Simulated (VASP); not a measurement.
Input of a VASP 6.6.1 run:

File INCAR:

```
SYSTEM = WS2
PREC = Accurate
ENCUT = 600
EDIFF = 1E-6
ISMEAR = 0
SIGMA = 0.02
LREAL = .False.
LASPH = .True.
NELM = 80
ALGO = Normal
ISIF = 4
LWAVE = .False.
LCHARG = .False.
GGA = PE
IVDW = 12
IBRION = 2
NSW = 50
EDIFFG = -0.01
```

KPOINTS

```
Automatic mesh
0
Gamma
  12 12 2
  0 0 0
```

The input POSCAR:

```
WS2
1.0
    3.1910030484      0.0000000000      0.0000000000
   -1.5955015242      2.7634897034      0.0000000000
    0.0000000000      0.0000000000     17.1071956548
W S
1 2
Direct
    0.3333333333      0.6666666667      0.0000000000
    0.6666666667      0.3333333333      0.9069626209
    0.6666666667      0.3333333333      0.0930373791
```

Potentials or basis: VASP PAW PBE potentials, release 64 (W_sv, S).

Run with:

```sh
$ cat potpaw_PBE.64/W_sv/POTCAR potpaw_PBE.64/S/POTCAR > POTCAR
$ mpirun -np 1 vasp_std > vasp.out
```

Task: Predict the band gap on the k mesh.

Result: 1.92 eV.

Task: What does it give for the dispersion energy per atom?

Result: -0.310 eV.

Final structure:
```yaml
crystal:
  lattice:
    - [3.16137, 0.00000, 0.00000]
    - [-1.58069, 2.73783, 0.00000]
    - [0.00000, 0.00000, 17.42938]
  atoms:
    - { symbol: W, position: [0.33333, 0.66667, 0.00000] }
    - { symbol: S, position: [0.66667, 0.33333, 0.90960] }
    - { symbol: S, position: [0.66667, 0.33333, 0.09040] }
```

Caveat: spin-orbit coupling is left out, which moves the levels of the heavy elements.
